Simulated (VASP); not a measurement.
# SiS3 (Pm-3m) in VASP: single point with PBE

Aim: the single point of SiS3 with PBE.

All numbers are computed with VASP 6.6.1; they aren't measurements. Logs are shortened: lines on timing, memory, paths and dates and some standing lists are left out, and cuts for length are marked.

### Step 1. The cell of the first run

It takes space group Pm-3m (No. 221, cubic). Conventional cell: a = 4.188 Å, b = 4.188 Å, c = 4.188 Å, α = 90.00°, β = 90.00°, γ = 90.00°. Si (site symmetry m-3m) has 12 S at 2.96 Å within 3.9 Å. Within 3.9 Å of S (site symmetry 4/mmm) lie 4 Si at 2.96 Å and 8 S at 2.96 Å.

### Step 2. Single point, PBE

Input file INCAR:

```
PREC = Accurate
ENCUT = 520
EDIFF = 1E-7
ISMEAR = 0
SIGMA = 0.1
LREAL = F
LASPH = T
NELM = 100
ALGO = Normal
ISIF = 2
LWAVE = F
LCHARG = F
GGA = PE
NBANDS = 19
```

Input file KPOINTS:

```
regular mesh
0
Gamma
  4 4 4
```

Input file POSCAR:

```
SiS3
1.0
    4.1883021300      0.0000000000      0.0000000000
    0.0000000000      4.1883021300      0.0000000000
    0.0000000000      0.0000000000      4.1883021300
Si S
1 3
Direct
    0.0000000000      0.0000000000      0.0000000000
    0.5000000000      0.0000000000      0.5000000000
    0.0000000000      0.5000000000      0.5000000000
    0.5000000000      0.5000000000      0.0000000000
```

Potentials or basis: VASP PAW PBE potentials, release 64 (Si, S).

Started as:

```console
cat potpaw_PBE.64/Si/POTCAR potpaw_PBE.64/S/POTCAR > POTCAR
mpirun -np 1 vasp_std > vasp.out
```

OUTCAR:

```text
PREC = Accurate
   ENCUT = 520
   EDIFF = 1E-7
   ISMEAR = 0
   LREAL = F
   LASPH = T
   NELM = 100
   ISIF = 2
   GGA = PE

 ion  position               nearest neighbor table
   1  0.000  0.000  0.000-   2 2.96   3 2.96   4 2.96   2 2.96   3 2.96   3 2.96   4 2.96   3 2.96
                             2 2.96   4 2.96   2 2.96   4 2.96
   2  0.500  0.000  0.500-   1 2.96   1 2.96   1 2.96   1 2.96
   3  0.000  0.500  0.500-   1 2.96   1 2.96   1 2.96   1 2.96
   4  0.500  0.500  0.000-   1 2.96   1 2.96   1 2.96   1 2.96

  LATTYP: Found a simple cubic cell.
 ALAT       =     4.1883021300

  Lattice vectors:

 A1 = (   4.1883021300,   0.0000000000,   0.0000000000)
 A2 = (   0.0000000000,   4.1883021300,   0.0000000000)
 A3 = (   0.0000000000,   0.0000000000,   4.1883021300)

Analysis of symmetry for initial positions (statically):
=====================================================================
 Subroutine PRICEL returns:
 Original cell was already a primitive cell.

 Routine SETGRP: Setting up the symmetry group for a
 simple cubic supercell.

 Subroutine GETGRP returns: Found 48 space group operations
 (whereof 48 operations were pure point group operations)
 out of a pool of 48 trial point group operations.

The static configuration has the point symmetry O_h .

Analysis of symmetry for dynamics (positions and initial velocities):
=====================================================================
 Subroutine PRICEL returns:
 Original cell was already a primitive cell.

 Routine SETGRP: Setting up the symmetry group for a
 simple cubic supercell.

 Subroutine GETGRP returns: Found 48 space group operations
 (whereof 48 operations were pure point group operations)
 out of a pool of 48 trial point group operations.

The dynamic configuration has the point symmetry O_h .

 Subroutine INISYM returns: Found 48 space group operations
 (whereof 48 operations are pure point group operations),
 and found     1 'primitive' translations

----------------------------------------------------------------------------------------

                                     Primitive cell

  volume of cell :      73.4707

  direct lattice vectors                    reciprocal lattice vectors
     4.188302130  0.000000000  0.000000000     0.238760235  0.000000000  0.000000000
     0.000000000  4.188302130  0.000000000     0.000000000  0.238760235  0.000000000
     0.000000000  0.000000000  4.188302130     0.000000000  0.000000000  0.238760235

  length of vectors
     4.188302130  4.188302130  4.188302130     0.238760235  0.238760235  0.238760235

  position of ions in fractional coordinates (direct lattice)
     0.000000000  0.000000000  0.000000000
     0.500000000  0.000000000  0.500000000
     0.000000000  0.500000000  0.500000000
     0.500000000  0.500000000  0.000000000

  ion indices of the primitive-cell ions
   primitive index   ion index
                 1           1
                 2           2
                 3           3
                 4           4

----------------------------------------------------------------------------------------

 KPOINTS: regular mesh

Automatic generation of k-mesh.
 Grid dimensions read from file:
 generate k-points for:    4    4    4

 Generating k-lattice:

  Cartesian coordinates                     Fractional coordinates (reciprocal lattice)
     0.059690059  0.000000000  0.000000000     0.250000000  0.000000000  0.000000000
     0.000000000  0.059690059  0.000000000     0.000000000  0.250000000  0.000000000
     0.000000000  0.000000000  0.059690059     0.000000000  0.000000000  0.250000000

  Length of vectors
     0.059690059  0.059690059  0.059690059

  Shift w.r.t. Gamma in fractional coordinates (k-lattice)
     0.000000000  0.000000000  0.000000000

 Subroutine IBZKPT returns following result:
 ===========================================

 Found     10 irreducible k-points:

 Following reciprocal coordinates:
            Coordinates               Weight
  0.000000  0.000000  0.000000      1.000000
  0.250000  0.000000  0.000000      6.000000
  0.500000  0.000000  0.000000      3.000000
  0.250000  0.250000  0.000000     12.000000
  0.500000  0.250000  0.000000     12.000000
  0.500000  0.500000  0.000000      3.000000
  0.250000  0.250000  0.250000      8.000000
  0.500000  0.250000  0.250000     12.000000
  0.500000  0.500000  0.250000      6.000000
  0.500000  0.500000  0.500000      1.000000
   k-points           NKPTS =     10   k-points in BZ     NKDIM =     10   number of bands    NBANDS=     19
   number of dos      NEDOS =    301   number of ions     NIONS =      4
   total plane-waves  NPLWV =  32768
   dimension x,y,z NGX =    32 NGY =   32 NGZ =   32
   dimension x,y,z NGXF=    64 NGYF=   64 NGZF=   64
   ions per type =               1   3
   NGX,Y,Z   is equivalent  to a cutoff of  12.70, 12.70, 12.70 a.u.
   NGXF,Y,Z  is equivalent  to a cutoff of  25.40, 25.40, 25.40 a.u.
 SYSTEM =  unknown system
   PREC   = accura    normal or accurate (medium, high low for compatibility)
   ISTART =      0    job   : 0-new  1-cont  2-samecut
   ICHARG =      2    charge: 1-file 2-atom 10-const
   ISPIN  =      1    spin polarized calculation?
   LNONCOLLINEAR =      F non collinear calculations
   LSORBIT =      F    spin-orbit coupling
   LASPH  =      T    aspherical Exc in radial PAW
   ENCUT  =  520.0 eV  38.22 Ry    6.18 a.u.   7.79  7.79  7.79*2*pi/ulx,y,z
   NELM   =    100;   NELMIN=  2; NELMDL= -5     # of ELM steps
   EDIFF  = 0.1E-06   stopping-criterion for ELM
   LREAL  =      F    real-space projection
   EDIFFG = 0.1E-05   stopping-criterion for IOM
   NSW    =      0    number of steps for IOM
   IBRION =     -1    ionic relax: 0-MD 1-quasi-New 2-CG
   NFREE  =      0    steps in history (QN), initial steepest desc. (CG)
   ISIF   =      2    stress and relaxation
   ISYM   =      2    0-nonsym 1-usesym 2-fastsym
   POTIM  = 0.5000    time-step for ionic-motion
   TEBEG  =    0.0;   TEEND  =   0.0 temperature during run
   PSTRESS=    0.0 pullay stress
   NELECT =      22.0000    total number of electrons
   NUPDOWN=      -1.0000    fix difference up-down
   EMIN   =  10.00;   EMAX   =-10.00  energy-range for DOS
   EFERMI =   0.00;   METHOD = LEGACY
   ISMEAR =     0;   SIGMA  =   0.10  broadening in eV -4-tet -1-fermi 0-gaus
   EFERMI_NEDOS =   21; number of points for ismear=-14 and -15
   IALGO  =     38    algorithm
   IMIX   =      4    mixing-type and parameters
     AMIX     =   0.40;   BMIX     =  1.00
     AMIX_MAG =   1.60;   BMIX_MAG =  1.00
  volume/ion in A,a.u.               =      18.37       123.95
  Fermi-wavevector in a.u.,A,eV,Ry     =   1.095244  2.069712 16.321010  1.199560
  Thomas-Fermi vector in A             =   2.231564
   LORBIT       =      0    0 simple, 1 ext, 2 COOP (PROOUT), +10 PAW based schemes
   GGA     = PE    functional components
   LHFCALC =     F    Hartree Fock is set to
   AEXX    =    0.0000 exact exchange contribution
   IVDW    =     0    specifies the selected vdW correction
   LEPSILON=     F    determine dielectric tensor
   LRPA    =     F    only Hartree local field effects (RPA)
 non-spin polarized calculation
 Gauss-broadening in eV      SIGMA  =   0.10
  energy-cutoff  :      520.00
  volume of cell :       73.47
 maximum number of plane-waves:      2000
 NGX is ok and might be reduce to    32
   NGX = 15   NGY = 15   NGZ = 15

 number of electron      22.0000008 magnetization

 Free energy of the ion-electron system (eV)
  ---------------------------------------------------
  ext. energy  EPLUGINS =         0.00000000
  ---------------------------------------------------
  free energy    TOTEN  =       -13.63686116 eV

  energy without entropy =      -13.61957412  energy(sigma->0) =      -13.62821764

 E-fermi :   6.0910     XC(G=0): -10.3874

 val. band max:        6.0677657209   @ k =   0.2500   0.2500   0.2500
 cond. band min:       6.1968264759   @ k =   0.5000   0.0000   0.0000
 fundamental gap:      0.1290607550
 Fermi energy:         6.0909878924

 k-point     1 :       0.0000    0.0000    0.0000
  band No.  band energies     occupation
      1      -9.0276      2.00000
      2      -4.9545      2.00000
      3      -4.9545      2.00000
      4       0.5568      2.00000
      5       0.7676      2.00000
      6       0.7676      2.00000
[... 11 lines left out ...]
     18      11.1088      0.00000
     19      12.0064      0.00000

 k-point     2 :       0.2500    0.0000    0.0000
  band No.  band energies     occupation
      1      -8.6373      2.00000
      2      -5.7959      2.00000
      3      -4.8817      2.00000
      4      -0.4141      2.00000
      5       1.1895      2.00000
      6       1.1895      2.00000
[... 11 lines left out ...]
     18      12.4956      0.00000
     19      12.8793      0.00000

 k-point     3 :       0.5000    0.0000    0.0000
  band No.  band energies     occupation
      1      -7.8375      2.00000
      2      -6.9945      2.00000
      3      -4.8055      2.00000
      4      -0.5047      2.00000
      5       2.1145      2.00000
      6       2.1145      2.00000
[... 11 lines left out ...]
     18      14.0680      0.00000
     19      15.1163      0.00000

 k-point     4 :       0.2500    0.2500    0.0000
  band No.  band energies     occupation
      1      -8.2609      2.00000
      2      -5.8695      2.00000
      3      -5.3447      2.00000
      4      -1.1074      2.00000
      5       1.6067      2.00000
      6       2.3984      2.00000
[... 11 lines left out ...]
     18      14.0923      0.00000
     19      14.3874      0.00000

 k-point     5 :       0.5000    0.2500    0.0000
  band No.  band energies     occupation
      1      -7.4829      2.00000
      2      -6.7779      2.00000
      3      -5.3595      2.00000
      4      -1.3846      2.00000
      5       1.8641      2.00000
      6       2.4417      2.00000
[... 11 lines left out ...]
     18      15.5345      0.00000
     19      15.7717      0.00000

 k-point     6 :       0.5000    0.5000    0.0000
  band No.  band energies     occupation
      1      -6.5272      2.00000
      2      -6.5150      2.00000
      3      -6.5150      2.00000
      4      -2.1942      2.00000
      5       2.2357      2.00000
      6       2.8620      2.00000
[... 11 lines left out ...]
     18      15.3868      0.00000
     19      15.3868      0.00000

 k-point     7 :       0.2500    0.2500    0.2500
  band No.  band energies     occupation
      1      -7.9039      2.00000
      2      -5.7461      2.00000
      3      -5.7461      2.00000
      4      -1.4283      2.00000
      5       1.5363      2.00000
      6       1.5363      2.00000
[... 11 lines left out ...]
     18      13.1930      0.00000
     19      13.7759      0.00000

 k-point     8 :       0.5000    0.2500    0.2500
  band No.  band energies     occupation
      1      -7.1680      2.00000
      2      -6.5899      2.00000
      3      -5.6109      2.00000
      4      -1.3982      2.00000
      5       0.6123      2.00000
      6       0.8362      2.00000
[... 11 lines left out ...]
     18      15.2769      0.00000
     19      15.3027      0.00000

 k-point     9 :       0.5000    0.5000    0.2500
  band No.  band energies     occupation
      1      -6.3769      2.00000
      2      -6.3699      2.00000
      3      -6.3699      2.00000
      4      -1.7159      2.00000
      5       0.5771      2.00000
      6       0.9012      2.00000
[... 11 lines left out ...]
     18      15.6448      0.00000
     19      15.6448      0.00000

 k-point    10 :       0.5000    0.5000    0.5000
  band No.  band energies     occupation
      1      -6.2077      2.00000
      2      -6.2077      2.00000
      3      -6.2077      2.00000
      4      -0.5066      2.00000
      5      -0.3275      2.00000
      6      -0.0319      2.00000
[... 11 lines left out ...]
     18      14.6507      0.00000
     19      14.6507      0.00000

------------------------ aborting loop because EDIFF is reached ----------------------------------------

  FORCE on cell =-STRESS in cart. coord.  units (eV):
  Direction    XX          YY          ZZ          XY          YZ          ZX
  --------------------------------------------------------------------------------------
  -------------------------------------------------------------------------------------
  Total       -2.5076917     -2.5076917     -2.5076917      0.0000000      0.0000000      0.0000000
  in kB      -54.6853138    -54.6853138    -54.6853138      0.0000000      0.0000000      0.0000000
  external PRESSURE =     -54.6853138 kB  Pullay stress =       0.0000000 kB

 VOLUME and BASIS-vectors are now :
 -----------------------------------------------------------------------------
  energy-cutoff  :      520.00
  volume of cell :       73.47
      direct lattice vectors                 reciprocal lattice vectors
     4.188302130  0.000000000  0.000000000     0.238760235  0.000000000  0.000000000
     0.000000000  4.188302130  0.000000000     0.000000000  0.238760235  0.000000000
     0.000000000  0.000000000  4.188302130     0.000000000  0.000000000  0.238760235

 POSITION                                       TOTAL-FORCE (eV/Angst)
 -----------------------------------------------------------------------------------
      0.00000      0.00000      0.00000         0.000000      0.000000      0.000000
      2.09415      0.00000      2.09415         0.000000      0.000000      0.000000
      0.00000      2.09415      2.09415         0.000000      0.000000      0.000000
      2.09415      2.09415      0.00000         0.000000      0.000000      0.000000
 -----------------------------------------------------------------------------------
    total drift:                                0.000000     -0.000000     -0.000000

  FREE ENERGIE OF THE ION-ELECTRON SYSTEM (eV)
  ---------------------------------------------------
  free  energy   TOTEN  =       -13.6368611590 eV

  energy  without entropy=      -13.6195741161  energy(sigma->0) =      -13.62821764
```

Run time: 7.1 s. Hardware: 1 thread of Intel Xeon 6975P-C, shared host; peak memory 0.17 GiB.

What came out:

| Property | Result |
| --- | --- |
| Free energy | -13.6369 eV |
| Pressure | -5.5 GPa |
| Band gap on the k mesh | zero (band 11 reaches 7.37 eV, above the bottom of band 12 at 5.84 eV) |

Caveat: the k points lie up to 0.38 Å⁻¹ apart.
